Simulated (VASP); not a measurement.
# CdO (Fm-3m) in VASP: a series of runs

The runs below take CdO through single point, with PBEsol, revPBE.

Everything below comes from runs of VASP 6.6.1. Logs are shortened: lines on timing, memory, paths and dates and some standing lists are left out, and cuts for length are marked.

### Step 1. The cell of the first run

It takes space group Fm-3m (No. 225, cubic). Conventional cell: a = 5.086 Å, b = 5.086 Å, c = 5.086 Å, α = 90.00°, β = 90.00°, γ = 90.00°. Cd (site symmetry m-3m) has 6 O at 2.54 Å within 3.4 Å. Within 3.4 Å of O (site symmetry m-3m) lie 6 Cd at 2.54 Å.

### Step 2. Single point, PBEsol (S replaced by O, lengths x 0.906, strained)

INCAR reads:

```
PREC = Accurate ; ENCUT = 600
EDIFF = 1E-6 ; ISMEAR = 0
SIGMA = 0.1 ; LREAL = F
LASPH = T ; NELM = 120
ALGO = Normal ; ISIF = 2
LWAVE = F ; LCHARG = T
GGA = PS ; LELF = T
LVHAR = T ; NBANDS = 16
GGA_COMPAT = F
```

KPOINTS reads:

```
Automatic mesh
0
Gamma
  6 6 6
```

POSCAR reads:

```
CdO
1.0
    0.0000000000      2.5431233176      2.5431233176
    2.5431233176      0.0000000000      2.5431233176
    2.5431233176      2.5431233176      0.0000000000
Cd O
1 1
Direct
    0.0000000000      0.0000000000      0.0000000000
    0.5000000000      0.5000000000      0.5000000000
```

Potentials or basis: VASP PAW PBE potentials, release 64 (Cd, O).

On the command line:

```sh
$ cat potpaw_PBE.64/Cd/POTCAR potpaw_PBE.64/O/POTCAR > POTCAR
$ mpirun -np 1 vasp_std > vasp.out
```

OUTCAR:

```text
PREC = Accurate
   ENCUT = 600
   EDIFF = 1E-6
   ISMEAR = 0
   LREAL = F
   LASPH = T
   NELM = 120
   ISIF = 2
   GGA = PS

 ion  position               nearest neighbor table
   1  0.000  0.000  0.000-   2 2.54   2 2.54   2 2.54   2 2.54   2 2.54   2 2.54
   2  0.500  0.500  0.500-   1 2.54   1 2.54   1 2.54   1 2.54   1 2.54   1 2.54

  LATTYP: Found a face centered cubic cell.
 ALAT       =     5.0862466352

  Lattice vectors:

 A1 = (   0.0000000000,   2.5431233176,   2.5431233176)
 A2 = (   2.5431233176,   0.0000000000,   2.5431233176)
 A3 = (   2.5431233176,   2.5431233176,   0.0000000000)

Analysis of symmetry for initial positions (statically):
=====================================================================
 Subroutine PRICEL returns:
 Original cell was already a primitive cell.

 Routine SETGRP: Setting up the symmetry group for a
 face centered cubic supercell.

 Subroutine GETGRP returns: Found 48 space group operations
 (whereof 48 operations were pure point group operations)
 out of a pool of 48 trial point group operations.

The static configuration has the point symmetry O_h .

Analysis of symmetry for dynamics (positions and initial velocities):
=====================================================================
 Subroutine PRICEL returns:
 Original cell was already a primitive cell.

 Routine SETGRP: Setting up the symmetry group for a
 face centered cubic supercell.

 Subroutine GETGRP returns: Found 48 space group operations
 (whereof 48 operations were pure point group operations)
 out of a pool of 48 trial point group operations.

The dynamic configuration has the point symmetry O_h .

 Subroutine INISYM returns: Found 48 space group operations
 (whereof 48 operations are pure point group operations),
 and found     1 'primitive' translations

----------------------------------------------------------------------------------------

                                     Primitive cell

  volume of cell :      32.8952

  direct lattice vectors                    reciprocal lattice vectors
     0.000000000  2.543123318  2.543123318    -0.196608633  0.196608633  0.196608633
     2.543123318  0.000000000  2.543123318     0.196608633 -0.196608633  0.196608633
     2.543123318  2.543123318  0.000000000     0.196608633  0.196608633 -0.196608633

[... 70 lines left out ...]
   LSORBIT =      F    spin-orbit coupling
   LASPH  =      T    aspherical Exc in radial PAW
   ENCUT  =  600.0 eV  44.10 Ry    6.64 a.u.   7.18  7.18  7.18*2*pi/ulx,y,z
   NELM   =    120;   NELMIN=  2; NELMDL= -5     # of ELM steps
   EDIFF  = 0.1E-05   stopping-criterion for ELM
   LREAL  =      F    real-space projection
   EDIFFG = 0.1E-04   stopping-criterion for IOM
   NSW    =      0    number of steps for IOM
   IBRION =     -1    ionic relax: 0-MD 1-quasi-New 2-CG
   NFREE  =      0    steps in history (QN), initial steepest desc. (CG)
   ISIF   =      2    stress and relaxation
   ISYM   =      2    0-nonsym 1-usesym 2-fastsym
   POTIM  = 0.5000    time-step for ionic-motion
   TEBEG  =    0.0;   TEEND  =   0.0 temperature during run
   PSTRESS=    0.0 pullay stress
   NELECT =      18.0000    total number of electrons
   NUPDOWN=      -1.0000    fix difference up-down
   EMIN   =  10.00;   EMAX   =-10.00  energy-range for DOS
   EFERMI =   0.00;   METHOD = LEGACY
   ISMEAR =     0;   SIGMA  =   0.10  broadening in eV -4-tet -1-fermi 0-gaus
   EFERMI_NEDOS =   21; number of points for ismear=-14 and -15
   IALGO  =     38    algorithm
   IMIX   =      4    mixing-type and parameters
     AMIX     =   0.40;   BMIX     =  1.00
     AMIX_MAG =   1.60;   BMIX_MAG =  1.00
  volume/ion in A,a.u.               =      16.45       110.99
  Fermi-wavevector in a.u.,A,eV,Ry     =   1.339024  2.530388 24.395033  1.792984
  Thomas-Fermi vector in A             =   2.467448
   LORBIT       =      0    0 simple, 1 ext, 2 COOP (PROOUT), +10 PAW based schemes
   GGA     = PS    functional components
   LHFCALC =     F    Hartree Fock is set to
   AEXX    =    0.0000 exact exchange contribution
   IVDW    =     0    specifies the selected vdW correction
   LEPSILON=     F    determine dielectric tensor
   LRPA    =     F    only Hartree local field effects (RPA)
 non-spin polarized calculation
 Gauss-broadening in eV      SIGMA  =   0.10
  energy-cutoff  :      600.00
  volume of cell :       32.90
 maximum number of plane-waves:      1113
 NGX is ok and might be reduce to    30
   NGX = 15   NGY = 15   NGZ = 15

 number of electron      17.9999996 magnetization

 Free energy of the ion-electron system (eV)
  ---------------------------------------------------
  ext. energy  EPLUGINS =         0.00000000
  ---------------------------------------------------
  free energy    TOTEN  =        -7.99896779 eV

  energy without entropy =       -7.99757333  energy(sigma->0) =       -7.99827056

 E-fermi :   0.0775     XC(G=0): -10.6758

 val. band max:       -0.0233344747   @ k =   0.5000   0.0000   0.0000
 cond. band min:       1.0335305364   @ k =   0.1667   0.0000   0.0000
 fundamental gap:      1.0568650111
 Fermi energy:         0.0775170814

 k-point     1 :       0.0000    0.0000    0.0000
  band No.  band energies     occupation
      1     -15.9393      2.00000
      2      -6.4826      2.00000
      3      -6.4826      2.00000
      4      -6.4826      2.00000
      5      -6.3031      2.00000
      6      -6.3031      2.00000
[... 281 lines left out ...]
      3      -6.3974      2.00000
      4      -6.3206      2.00000
      5      -6.0952      2.00000
      6      -6.0322      2.00000
[... 8 lines left out ...]
     15      19.0627      0.00000
     16      20.5957      0.00000

------------------------ aborting loop because EDIFF is reached ----------------------------------------

  FORCE on cell =-STRESS in cart. coord.  units (eV):
  Direction    XX          YY          ZZ          XY          YZ          ZX
  --------------------------------------------------------------------------------------
  -------------------------------------------------------------------------------------
  Total       -3.9705106     -3.9705106     -3.9705106      0.0000000      0.0000000      0.0000000
  in kB     -193.3858452   -193.3858452   -193.3858452      0.0000000      0.0000000      0.0000000
  external PRESSURE =    -193.3858452 kB  Pullay stress =       0.0000000 kB

 VOLUME and BASIS-vectors are now :
 -----------------------------------------------------------------------------
  energy-cutoff  :      600.00
  volume of cell :       32.90
      direct lattice vectors                 reciprocal lattice vectors
     0.000000000  2.543123318  2.543123318    -0.196608633  0.196608633  0.196608633
     2.543123318  0.000000000  2.543123318     0.196608633 -0.196608633  0.196608633
     2.543123318  2.543123318  0.000000000     0.196608633  0.196608633 -0.196608633

 POSITION                                       TOTAL-FORCE (eV/Angst)
 -----------------------------------------------------------------------------------
      0.00000      0.00000      0.00000         0.000000      0.000000      0.000000
      2.54312      2.54312      2.54312        -0.000000     -0.000000     -0.000000
 -----------------------------------------------------------------------------------
    total drift:                                0.000000      0.000000      0.000000

  FREE ENERGIE OF THE ION-ELECTRON SYSTEM (eV)
  ---------------------------------------------------
  free  energy   TOTEN  =        -7.9989677904 eV

  energy  without entropy=       -7.9975733264  energy(sigma->0) =       -7.99827056
```

stdout:

```text
POSCAR found type information on POSCAR CdO
 POSCAR found :  2 types and       2 ions
 scaLAPACK will be used
 -----------------------------------------------------------------------------
|                                                                             |
|                                                                             |
|     You enforced a specific xc type in the INCAR file but a different       |
|     I HOPE YOU KNOW WHAT YOU ARE DOING!                                     |
|                                                                             |
 -----------------------------------------------------------------------------

 LDA part: xc-table for (Slater+PW92), standard interpolation
 POSCAR, INCAR and KPOINTS ok, starting setup
 FFT: planning ... GRIDC
 FFT: planning ... GRID_SOFT
 FFT: planning ... GRID
 WAVECAR not read
 entering main loop
```

It took 18 s on 1 thread of AMD EPYC 7R43 (Zen 3), shared host; peak memory 0.13 GiB.

What came out:

| Property | Result |
| --- | --- |
| Free energy | -7.9990 eV |
| Pressure | -19.3 GPa |
| Band gap on the k mesh | zero (bands 9 and 10 overlap by 0.66 eV) |

Levels at points of the mesh, in eV from the Fermi level:
| k point | band 5 | band 6 | band 7 | band 8 | band 9 | band 10 | band 11 | band 12 | band 13 | band 14 |
| --- | --- | --- | --- | --- | --- | --- | --- | --- | --- | --- |
| (0.00, 0.00, 0.00) | -6.38 | -6.38 | -1.02 | -0.76 | -0.76 | -0.76 | 14.14 | 14.85 | 14.85 | 14.85 |
| (0.50, 0.00, 0.00) | -6.25 | -6.25 | -3.34 | -0.10 | -0.10 | 4.00 | 5.54 | 10.45 | 10.45 | 15.15 |
| (0.50, 0.50, 0.00) | -6.17 | -6.08 | -3.05 | -1.50 | -1.50 | 2.69 | 7.31 | 10.11 | 11.19 | 11.19 |

Caveat: the cell differs from its parent crystal (S replaced by O, lengths x 0.906, strained); the cell stands under tension; semilocal functionals underestimate gaps, and a narrow one can read as zero; the PAW data sets were made with another functional, which shifts forces and pressure a little.

### Step 3. Single point, PBEsol (S replaced by O, lengths x 0.906, strained)

INCAR reads:

```
SYSTEM = CdO
  PREC = Accurate
  ENCUT = 600
  EDIFF = 1E-6
  ISMEAR = 0
  SIGMA = 0.1
  LREAL = .FALSE.
  LASPH = .TRUE.
  NELM = 120
  ALGO = Normal
  ISIF = 2
  LWAVE = .FALSE.
  LCHARG = .FALSE.
  GGA = PS
  NBANDS = 16
  GGA_COMPAT = .FALSE.
```

KPOINTS reads:

```
Automatic mesh
0
G
  14 14 14
  0 0 0
```

POSCAR is that of step 2.

Potentials or basis: VASP PAW PBE potentials, release 64 (Cd, O).

On the command line:

```sh
$ cat potpaw_PBE.64/Cd/POTCAR potpaw_PBE.64/O/POTCAR > POTCAR
$ mpirun -np 1 vasp_std > vasp.out
```

OUTCAR:

```text
SYSTEM = CdO
   PREC = Accurate
   ENCUT = 600
   EDIFF = 1E-6
   ISMEAR = 0
   LREAL = .FALSE.
   LASPH = .TRUE.
   NELM = 120
   ISIF = 2
   GGA = PS

 ion  position               nearest neighbor table
   1  0.000  0.000  0.000-   2 2.54   2 2.54   2 2.54   2 2.54   2 2.54   2 2.54
   2  0.500  0.500  0.500-   1 2.54   1 2.54   1 2.54   1 2.54   1 2.54   1 2.54

  LATTYP: Found a face centered cubic cell.
 ALAT       =     5.0862466352

  Lattice vectors:

 A1 = (   0.0000000000,   2.5431233176,   2.5431233176)
 A2 = (   2.5431233176,   0.0000000000,   2.5431233176)
[... 643 lines left out ...]

  FORCE on cell =-STRESS in cart. coord.  units (eV):
  Direction    XX          YY          ZZ          XY          YZ          ZX
  --------------------------------------------------------------------------------------
  -------------------------------------------------------------------------------------
  Total       -3.9688219     -3.9688219     -3.9688219     -0.0000000      0.0000000      0.0000000
  in kB     -193.3035971   -193.3035971   -193.3035971     -0.0000000      0.0000000      0.0000000
  external PRESSURE =    -193.3035971 kB  Pullay stress =       0.0000000 kB

 VOLUME and BASIS-vectors are now :
 -----------------------------------------------------------------------------
  energy-cutoff  :      600.00
  volume of cell :       32.90
      direct lattice vectors                 reciprocal lattice vectors
     0.000000000  2.543123318  2.543123318    -0.196608633  0.196608633  0.196608633
     2.543123318  0.000000000  2.543123318     0.196608633 -0.196608633  0.196608633
     2.543123318  2.543123318  0.000000000     0.196608633  0.196608633 -0.196608633

 POSITION                                       TOTAL-FORCE (eV/Angst)
 -----------------------------------------------------------------------------------
      0.00000      0.00000      0.00000        -0.000000      0.000000     -0.000000
      2.54312      2.54312      2.54312         0.000000     -0.000000      0.000000
 -----------------------------------------------------------------------------------
    total drift:                                0.000000      0.000000      0.000000

  FREE ENERGIE OF THE ION-ELECTRON SYSTEM (eV)
  ---------------------------------------------------
  free  energy   TOTEN  =        -7.9972922555 eV

  energy  without entropy=       -7.9962337315  energy(sigma->0) =       -7.99676299
```

OSZICAR:

```text
N       E                     dE             d eps       ncg     rms          rms(c)
DAV:   1     0.120852477608E+03    0.12085E+03   -0.10928E+04  3456   0.124E+03
DAV:   2    -0.558660506476E+01   -0.12644E+03   -0.11501E+03  3808   0.290E+02
DAV:   3    -0.972656931028E+01   -0.41400E+01   -0.41297E+01  3944   0.570E+01
DAV:   4    -0.973828241729E+01   -0.11713E-01   -0.11713E-01  4144   0.297E+00
DAV:   5    -0.973832125191E+01   -0.38835E-04   -0.38835E-04  4160   0.152E-01    0.796E+00
DAV:   6    -0.824228628423E+01    0.14960E+01   -0.60878E+00  4536   0.356E+01    0.715E+00
DAV:   7    -0.802893384792E+01    0.21335E+00   -0.81067E-01  3448   0.774E+00    0.300E+00
DAV:   8    -0.799963338021E+01    0.29300E-01   -0.17528E-01  3448   0.353E+00    0.516E-01
DAV:   9    -0.799752587765E+01    0.21075E-02   -0.60600E-03  3976   0.699E-01    0.194E-01
DAV:  10    -0.799723469830E+01    0.29118E-03   -0.12630E-03  3696   0.338E-01    0.616E-02
DAV:  11    -0.799729260764E+01   -0.57909E-04   -0.40607E-05  3744   0.607E-02    0.166E-02
DAV:  12    -0.799729225546E+01    0.35219E-06   -0.20141E-06  3416   0.156E-02
   1 F= -.79972923E+01 E0= -.79967630E+01  d E =-.105852E-02
```

stdout:

```text
POSCAR found type information on POSCAR CdO
 POSCAR found :  2 types and       2 ions
 scaLAPACK will be used
 -----------------------------------------------------------------------------
|                                                                             |
|                                                                             |
|     You enforced a specific xc type in the INCAR file but a different       |
|     I HOPE YOU KNOW WHAT YOU ARE DOING!                                     |
|                                                                             |
 -----------------------------------------------------------------------------

 LDA part: xc-table for (Slater+PW92), standard interpolation
 POSCAR, INCAR and KPOINTS ok, starting setup
 FFT: planning ... GRIDC
 FFT: planning ... GRID_SOFT
 FFT: planning ... GRID
 WAVECAR not read
 entering main loop
```

Run time: 74 s. Hardware: 1 thread of AMD EPYC 7R43 (Zen 3), shared host; peak memory 0.18 GiB.

Results:

| Item | Value |
| --- | --- |
| Free energy | -7.9973 eV |
| Pressure | -19.3 GPa |
| Band gap on the k mesh | zero (bands 9 and 10 overlap by 0.66 eV) |

Levels at points of the mesh, in eV from the Fermi level:
```csv
k point,band 5,band 6,band 7,band 8,band 9,band 10,band 11,band 12,band 13,band 14
"(0.00, 0.00, 0.00)",-6.36,-6.36,-1.00,-0.74,-0.74,-0.74,14.16,14.86,14.86,14.86
"(0.50, 0.00, 0.00)",-6.23,-6.23,-3.33,-0.09,-0.09,4.01,5.55,10.47,10.47,15.17
"(0.50, 0.50, 0.00)",-6.16,-6.06,-3.04,-1.48,-1.48,2.71,7.33,10.12,11.20,11.20
```

Caveat: the cell differs from its parent crystal (S replaced by O, lengths x 0.906, strained); the cell stands under tension; semilocal functionals underestimate gaps, and a narrow one can read as zero; the PAW data sets were made with another functional, which shifts forces and pressure a little.

### Step 4. Single point, revPBE, collinear spin, zero start

INCAR reads:

```
SYSTEM = CdO
  PREC = Accurate
  ENCUT = 600
  EDIFF = 1E-6
  ISMEAR = 0
  SIGMA = 0.1
  LREAL = .FALSE.
  LASPH = .TRUE.
  NELM = 200
  ALGO = Normal
  ISIF = 2
  LWAVE = .FALSE.
  LCHARG = .FALSE.
  ISPIN = 2
  MAGMOM = 0 0
  LORBIT = 11
  GGA = RE
  NBANDS = 20
  GGA_COMPAT = .FALSE.
```

KPOINTS reads:

```
regular mesh
0
G
  14 14 14
  0 0 0
```

POSCAR is that of step 3.

On the command line:

```sh
$ cat potpaw_PBE.64/Cd/POTCAR potpaw_PBE.64/O/POTCAR > POTCAR
$ mpirun -np 1 vasp_std > vasp.out
```

It took 3.7 min on 1 thread of AMD EPYC 7R43 (Zen 3), shared host; peak memory 0.24 GiB.

The run converged. Its results:

```yaml
Free_energy: -6.8349 eV
Pressure: -12.7 GPa
Band_gap_on_the_k_mesh: zero (filled and empty bands overlap)
Net_moment: 0.00 μB per cell
Valence_electrons_inside_the_program's_atomic_spheres: Cd 10.10; O 4.84
```

Levels at points of the mesh, in eV from the Fermi level:
Spin up:
```
           k point  band 6  band 7  band 8  band 9  band 10  band 11  band 12  band 13
(0.00, 0.00, 0.00)   -6.49   -0.87   -0.73   -0.73    -0.73    14.42    15.02    15.02
(0.50, 0.00, 0.00)   -6.37   -3.29   -0.10   -0.10     4.20     5.64    10.65    10.65
(0.50, 0.50, 0.00)   -6.20   -2.96   -1.45   -1.45     2.85     7.48    10.32    11.37
```
Spin down:
```
           k point  band 7  band 8  band 9  band 10  band 11  band 12
(0.00, 0.00, 0.00)   -0.87   -0.73   -0.73    -0.73    14.42    15.02
(0.50, 0.00, 0.00)   -3.29   -0.10   -0.10     4.20     5.64    10.65
(0.50, 0.50, 0.00)   -2.96   -1.45   -1.45     2.85     7.48    10.32
```

Caveat: the cell stands under tension; semilocal functionals underestimate gaps, and a narrow one can read as zero; the PAW data sets were made with another functional, which shifts forces and pressure a little.

### Step 5. Overview

| level | spin | k mesh | gap on the mesh (eV) | pressure (GPa) |
| --- | --- | --- | --- | --- |
| PBEsol | off | 6 × 6 × 6 | none | -19.3 |
| PBEsol | off | 14 × 14 × 14 | none | -19.3 |
| revPBE | collinear, zero start | 14 × 14 × 14 | none | -12.7 |

Alike in all rows: task single point; potentials or basis VASP PAW PBE potentials, release 64 (Cd, O); cell as given; cutoff (eV) 600; smearing gaussian 0.1 eV.

Caveats: the cell stands under tension; semilocal functionals underestimate gaps, and a narrow one can read as zero; the PAW data sets were made with another functional, which shifts forces and pressure a little.

Absolute energies hang on the potentials; compare differences alone.

The gap in the log of VASP goes by the Fermi energy; the results here count the filled bands.